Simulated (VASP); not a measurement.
A run of VASP 6.6.1 is set up as follows.

File INCAR:

```
  PREC = Accurate
  ENCUT = 520
  EDIFF = 1E-7
  ISMEAR = 0
  SIGMA = 0.1
  LREAL = F
  LASPH = T
  NELM = 100
  ALGO = Normal
  ISIF = 2
  LWAVE = F
  LCHARG = F
  GGA = PS
  NBANDS = 13
```

File KPOINTS:

```
regular mesh
0
Gamma
  9 9 9
```

File POSCAR:

```
C
1.0
    1.2331659283      0.7119686806      3.6259096702
   -1.2331659283      0.7119686806      3.6259096702
    0.0000000000     -1.4239373613      3.6259096702
C
3
Direct
    0.0000000000      0.0000000000      0.0000000000
    0.2504000455      0.2504000455      0.2504000455
    0.7495999545      0.7495999545      0.7495999545
```

Potentials or basis: VASP PAW PBE potentials, release 64 (C).

Run with:

```sh
$ cat potpaw_PBE.64/C/POTCAR > POTCAR
$ mpirun -np 1 vasp_std > vasp.out
```

Task: Estimate the pressure.

Result: 0.5 GPa.

Task: What does it give for the band gap on the k mesh?

Result: Zero (band 6 reaches 11.11 eV, above the bottom of band 7 at 6.91 eV).

Forces in eV/Å, atoms in the order of the input:
```
C    0.000  0.000  0.000
C    0.000  0.000 -0.035
C    0.000  0.000  0.035
```

Caveat: the PAW data sets were made with another functional, which shifts forces and pressure a little.
